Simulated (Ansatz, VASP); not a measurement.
Two plane-wave programs on In

```xyz
4
Lattice="3.3302 0.0000 0.0000 -1.6651 2.8841 0.0000 0.0000 0.0000 10.9366" Properties=species:S:1:pos:R:3 pbc="T T T"
In    0.0000    0.0000    0.0000
In    0.0000    1.9227    2.7341
In    0.0000    0.0000    5.4683
In    1.6651    0.9614    8.2024
```

Alike in both runs: functional r2SCAN; k mesh 12 × 12 × 4; occupations gaussian, width 0.1 eV; no spin polarisation.

Ansatz relaxed the structure, and its values are those at the end. VASP's run is a single point on that final structure, the one shown.

```csv
,VASP,Ansatz
version,VASP 6.6.1,Ansatz 0.2.0
potentials or method,"VASP PAW PBE potentials, release 64 (In_d)","scalar-relativistic, plane waves, PAW"
plane-wave cutoff (eV),550,500
valence electrons in the cell,52,52
```

```csv
,VASP,Ansatz,Ansatz less VASP
gap on the k mesh at the Fermi level (eV),none,none,-
pressure (GPa),0.0,0.1,+0.03
```

VASP's potentials were made for PBE, not for r2SCAN. A gap of «none» marks a metal or a gap that the smearing closes. The functional is the same, so the differences come from potentials, cutoffs and numerics.
